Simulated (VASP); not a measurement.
# Zr2O (P4_2/nnm) in VASP: further runs, part 2 of 2

VASP 6.6.1.

### 3 Single point, PBEsol (strain +0.1125 x Voigt [0, 0, 1, 0, 0, 0])

INCAR reads:

```
SYSTEM = Zr2O
PREC     = Accurate       ! precision mode
ENCUT    = 520            ! plane-wave cutoff, eV
EDIFF    = 1E-6           ! SCF threshold, eV
ISMEAR   = 0              ! smearing method
SIGMA    = 0.15           ! smearing width, eV
LREAL    = .False.        ! projectors in reciprocal space
LASPH    = .True.         ! aspherical terms in the spheres
NELM     = 60             ! most SCF steps
ALGO     = Normal         ! electronic algorithm
ISIF     = 2              ! what is computed and relaxed
LWAVE    = .False.        ! write WAVECAR
LCHARG   = .False.        ! write CHGCAR
GGA      = PS             ! functional
NBANDS   = 39             ! bands
```

KPOINTS reads:

```
regular mesh
0
Gamma
  10 10 10
  0 0 0
```

POSCAR reads:

```
Zr2O
1.0
    4.8002881811      0.0000000000      0.0000000000
    0.0000000000      4.8002881811      0.0000000000
    0.0000000000      0.0000000000      5.3403206015
Zr O
4 2
Direct
    0.2500000000      0.2500000000      0.7500000000
    0.7500000000      0.2500000000      0.2500000000
    0.2500000000      0.7500000000      0.2500000000
    0.7500000000      0.7500000000      0.7500000000
    0.0000000000      0.0000000000      0.0000000000
    0.5000000000      0.5000000000      0.5000000000
```

Potentials or basis: VASP PAW PBE potentials, release 64 (Zr_sv, O).

Command:

```
> cat potpaw_PBE.64/Zr_sv/POTCAR potpaw_PBE.64/O/POTCAR > POTCAR
> mpirun -np 1 vasp_std > vasp.out
```

OUTCAR:

```text
SYSTEM = Zr2O
   PREC = Accurate
   ENCUT = 520
   EDIFF = 1E-6
   ISMEAR = 0
   LREAL = .False.
   LASPH = .True.
   NELM = 60
   ISIF = 2
   GGA = PS

 ion  position               nearest neighbor table
   1  0.250  0.250  0.750-   5 2.16   6 2.16   4 3.39   4 3.39   4 3.39   4 3.39   3 3.59   3 3.59
                             3 3.59   3 3.59   2 3.59   2 3.59   2 3.59   2 3.59
   2  0.750  0.250  0.250-   5 2.16   6 2.16   3 3.39   3 3.39   3 3.39   3 3.39   4 3.59   1 3.59
                             4 3.59   4 3.59   1 3.59   4 3.59   1 3.59   1 3.59
   3  0.250  0.750  0.250-   5 2.16   6 2.16   2 3.39   2 3.39   2 3.39   2 3.39   4 3.59   1 3.59
                             1 3.59   1 3.59   4 3.59   4 3.59   4 3.59   1 3.59
   4  0.750  0.750  0.750-   5 2.16   6 2.16   1 3.39   1 3.39   1 3.39   1 3.39   3 3.59   2 3.59
                             2 3.59   2 3.59   3 3.59   3 3.59   3 3.59   2 3.59
   5  0.000  0.000  0.000-   1 2.16   2 2.16   3 2.16   4 2.16
   6  0.500  0.500  0.500-   1 2.16   2 2.16   3 2.16   4 2.16

  LATTYP: Found a simple tetragonal cell.
 ALAT       =     4.8002881811
 C/A-ratio  =     1.1125000000

  Lattice vectors:

 A1 = (   4.8002881811,   0.0000000000,   0.0000000000)
 A2 = (   0.0000000000,   4.8002881811,   0.0000000000)
 A3 = (   0.0000000000,   0.0000000000,   5.3403206015)

Analysis of symmetry for initial positions (statically):
=====================================================================
 Subroutine PRICEL returns:
 Original cell was already a primitive cell.

 Routine SETGRP: Setting up the symmetry group for a
 simple tetragonal supercell.

 Subroutine GETGRP returns: Found 16 space group operations
 (whereof  8 operations were pure point group operations)
 out of a pool of 16 trial point group operations.

The static configuration has the point symmetry D_2d.
 The point group associated with its full space group is D_4h.

Analysis of symmetry for dynamics (positions and initial velocities):
=====================================================================
 Subroutine PRICEL returns:
 Original cell was already a primitive cell.

 Routine SETGRP: Setting up the symmetry group for a
 simple tetragonal supercell.

 Subroutine GETGRP returns: Found 16 space group operations
 (whereof  8 operations were pure point group operations)
 out of a pool of 16 trial point group operations.

The dynamic configuration has the point symmetry D_2d.
 The point group associated with its full space group is D_4h.

 Subroutine INISYM returns: Found 16 space group operations
 (whereof  8 operations are pure point group operations),
 and found     1 'primitive' translations

----------------------------------------------------------------------------------------

                                     Primitive cell

  volume of cell :     123.0558

  direct lattice vectors                    reciprocal lattice vectors
     4.800288181  0.000000000  0.000000000     0.208320826  0.000000000  0.000000000
     0.000000000  4.800288181  0.000000000     0.000000000  0.208320826  0.000000000
     0.000000000  0.000000000  5.340320602     0.000000000  0.000000000  0.187254675

  length of vectors
     4.800288181  4.800288181  5.340320602     0.208320826  0.208320826  0.187254675

  position of ions in fractional coordinates (direct lattice)
     0.250000000  0.250000000  0.750000000
     0.750000000  0.250000000  0.250000000
[... 41 lines left out ...]
            Coordinates               Weight
  0.000000  0.000000  0.000000      1.000000
  0.100000  0.000000  0.000000      4.000000
  0.200000  0.000000  0.000000      4.000000
  0.300000  0.000000  0.000000      4.000000
  0.400000  0.000000  0.000000      4.000000
  0.500000  0.000000  0.000000      2.000000
[... 16 lines left out ...]
  0.100000  0.000000  0.100000      8.000000
  0.200000  0.000000  0.100000      8.000000
 [... further k-points ...]
   k-points           NKPTS =    126   k-points in BZ     NKDIM =    126   number of bands    NBANDS=     39
   number of dos      NEDOS =    301   number of ions     NIONS =      6
   total plane-waves  NPLWV =  51840
   dimension x,y,z NGX =    36 NGY =   36 NGZ =   40
   dimension x,y,z NGXF=    72 NGYF=   72 NGZF=   80
   ions per type =               4   2
   NGX,Y,Z   is equivalent  to a cutoff of  12.47, 12.47, 12.45 a.u.
   NGXF,Y,Z  is equivalent  to a cutoff of  24.94, 24.94, 24.90 a.u.
 SYSTEM =  Zr2O
   PREC   = accura    normal or accurate (medium, high low for compatibility)
   ISTART =      0    job   : 0-new  1-cont  2-samecut
   ICHARG =      2    charge: 1-file 2-atom 10-const
   ISPIN  =      1    spin polarized calculation?
   LNONCOLLINEAR =      F non collinear calculations
   LSORBIT =      F    spin-orbit coupling
   LASPH  =      T    aspherical Exc in radial PAW
   ENCUT  =  520.0 eV  38.22 Ry    6.18 a.u.   8.93  8.93  9.93*2*pi/ulx,y,z
   NELM   =     60;   NELMIN=  2; NELMDL= -5     # of ELM steps
   EDIFF  = 0.1E-05   stopping-criterion for ELM
   LREAL  =      F    real-space projection
   EDIFFG = 0.1E-04   stopping-criterion for IOM
   NSW    =      0    number of steps for IOM
   IBRION =     -1    ionic relax: 0-MD 1-quasi-New 2-CG
   NFREE  =      0    steps in history (QN), initial steepest desc. (CG)
   ISIF   =      2    stress and relaxation
   ISYM   =      2    0-nonsym 1-usesym 2-fastsym
   POTIM  = 0.5000    time-step for ionic-motion
   TEBEG  =    0.0;   TEEND  =   0.0 temperature during run
   PSTRESS=    0.0 pullay stress
   NELECT =      60.0000    total number of electrons
   NUPDOWN=      -1.0000    fix difference up-down
   EMIN   =  10.00;   EMAX   =-10.00  energy-range for DOS
   EFERMI =   0.00;   METHOD = LEGACY
   ISMEAR =     0;   SIGMA  =   0.15  broadening in eV -4-tet -1-fermi 0-gaus
   EFERMI_NEDOS =   21; number of points for ismear=-14 and -15
   IALGO  =     38    algorithm
   IMIX   =      4    mixing-type and parameters
     AMIX     =   0.40;   BMIX     =  1.00
     AMIX_MAG =   1.60;   BMIX_MAG =  1.00
  volume/ion in A,a.u.               =      20.51       138.40
  Fermi-wavevector in a.u.,A,eV,Ry     =   1.288520  2.434950 22.589543  1.660285
  Thomas-Fermi vector in A             =   2.420469
   LORBIT       =      0    0 simple, 1 ext, 2 COOP (PROOUT), +10 PAW based schemes
   GGA     = PS    functional components
   LHFCALC =     F    Hartree Fock is set to
   AEXX    =    0.0000 exact exchange contribution
   IVDW    =     0    specifies the selected vdW correction
   LEPSILON=     F    determine dielectric tensor
   LRPA    =     F    only Hartree local field effects (RPA)
 non-spin polarized calculation
 Gauss-broadening in eV      SIGMA  =   0.15
  energy-cutoff  :      520.00
  volume of cell :      123.06
 maximum number of plane-waves:      3384
 NGX is ok and might be reduce to    36
   NGX = 17   NGY = 17   NGZ = 19

 number of electron      59.9999987 magnetization

 Free energy of the ion-electron system (eV)
  ---------------------------------------------------
  ext. energy  EPLUGINS =         0.00000000
  ---------------------------------------------------
  free energy    TOTEN  =       -55.92189555 eV

  energy without entropy =      -55.81998751  energy(sigma->0) =      -55.87094153

 E-fermi :   7.2088     XC(G=0): -10.6073

 val. band max:        7.2080091335   @ k =   0.5000   0.1000   0.1000
 cond. band min:       7.2087861410   @ k =   0.4000   0.2000   0.2000
 fundamental gap:      0.0007770075
 Fermi energy:         7.2087540576

 k-point     1 :       0.0000    0.0000    0.0000
  band No.  band energies     occupation
      1     -42.1292      2.00000
      2     -42.0776      2.00000
      3     -42.0536      2.00000
      4     -42.0536      2.00000
      5     -21.0281      2.00000
      6     -20.3303      2.00000
[... 997 lines left out ...]
     38      10.1336      0.00000
     39      10.2766      0.00000

 [... further k-points ...]
[... 5 lines left out ...]
  --------------------------------------------------------------------------------------
  -------------------------------------------------------------------------------------
  Total       -7.5831875     -7.5831875    -13.2840079      0.0000000      0.0000000      0.0000000
  in kB      -98.7325665    -98.7325665   -172.9568461      0.0000000      0.0000000      0.0000000
  external PRESSURE =    -123.4739931 kB  Pullay stress =       0.0000000 kB

 VOLUME and BASIS-vectors are now :
 -----------------------------------------------------------------------------
  energy-cutoff  :      520.00
  volume of cell :      123.06
      direct lattice vectors                 reciprocal lattice vectors
     4.800288181  0.000000000  0.000000000     0.208320826  0.000000000  0.000000000
     0.000000000  4.800288181  0.000000000     0.000000000  0.208320826  0.000000000
     0.000000000  0.000000000  5.340320602     0.000000000  0.000000000  0.187254675

 POSITION                                       TOTAL-FORCE (eV/Angst)
 -----------------------------------------------------------------------------------
      1.20007      1.20007      4.00524         0.000000     -0.000000      0.000000
      3.60022      1.20007      1.33508         0.000000     -0.000000     -0.000000
      1.20007      3.60022      1.33508         0.000000     -0.000000      0.000000
      3.60022      3.60022      4.00524        -0.000000     -0.000000     -0.000000
      0.00000      0.00000      0.00000        -0.000000      0.000000     -0.000000
      2.40014      2.40014      2.67016        -0.000000      0.000000     -0.000000
 -----------------------------------------------------------------------------------
    total drift:                                0.000000     -0.000000      0.000000

  FREE ENERGIE OF THE ION-ELECTRON SYSTEM (eV)
  ---------------------------------------------------
  free  energy   TOTEN  =       -55.9218955515 eV

  energy  without entropy=      -55.8199875075  energy(sigma->0) =      -55.87094153
```

It took 2.8 min on 1 thread of Intel Xeon 6975P-C (Granite Rapids), shared host; peak memory 0.54 GiB.

Results:

| Property | Result |
| --- | --- |
| Free energy | -55.9219 eV |
| Pressure | -12.3 GPa |
| Band gap on the k mesh | zero (bands 30 and 31 overlap by 0.79 eV) |

Levels at points of the mesh, in eV from the Fermi level:
```csv
k point,band 26,band 27,band 28,band 29,band 30,band 31,band 32,band 33,band 34,band 35
"(0.00, 0.00, 0.00)",-1.73,-1.72,-1.61,-1.32,-1.32,1.21,1.44,1.54,1.97,2.54
"(0.50, 0.00, 0.00)",-2.36,-0.63,-0.63,-0.07,-0.07,-0.05,-0.05,1.28,1.28,1.61
"(0.50, 0.50, 0.00)",-1.59,-1.36,-1.36,-0.03,-0.03,0.30,0.30,0.77,0.77,1.42
"(0.00, 0.00, 0.50)",-2.79,-0.53,-0.53,-0.40,-0.40,-0.29,-0.29,0.65,0.65,1.60
"(0.50, 0.00, 0.50)",-1.73,-1.33,-1.33,0.05,0.05,0.21,0.21,0.75,0.75,1.23
"(0.50, 0.50, 0.50)",-2.10,-2.10,-0.18,0.35,0.35,0.65,1.00,1.13,1.42,1.42
```

Caveat: the cell differs from its parent crystal (strain +0.1125 x Voigt [0, 0, 1, 0, 0, 0]); the stress differs along the axes, from -17 to -10 GPa; the PAW data sets were made with another functional, which shifts forces and pressure a little.
